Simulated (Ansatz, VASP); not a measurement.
SnSe in VASP and in Ansatz

```
Sn Se
1.0
     5.06446    0.00000    0.00000
    -2.53223    4.38595    0.00000
     0.00000    0.00000    6.07339
Sn Se
2 2
Direct
  0.33333 0.66667 0.25000
  0.66667 0.33333 0.75000
  0.66667 0.33333 0.25000
  0.33333 0.66667 0.75000
```

Alike in both runs: task single point; functional PBE; k mesh 6 × 6 × 4; no spin polarisation.

|  | VASP | Ansatz |
| --- | --- | --- |
| version | VASP 6.6.1 | Ansatz 0.2.0 |
| potentials or method | VASP PAW PBE potentials, release 64 (Sn_d, Se) | plane waves, PAW |
| plane-wave cutoff (eV) | 500 | 420 |
| occupations | gaussian, width 0.01 eV | fixed |
| valence electrons in the cell | 40 | 60 |

```csv
,VASP,Ansatz,Ansatz less VASP
gap on the k mesh at the Fermi level (eV),0.41,0.41,+0.001
pressure (GPa),0.9,0.9,-0.01
"traceless stress, the component that is largest in VASP (GPa)",0.12,0.12,+0.001
```

VASP's potentials hold 40 valence electrons a cell and Ansatz's 60, so a difference there can come from the potentials and not from the codes.
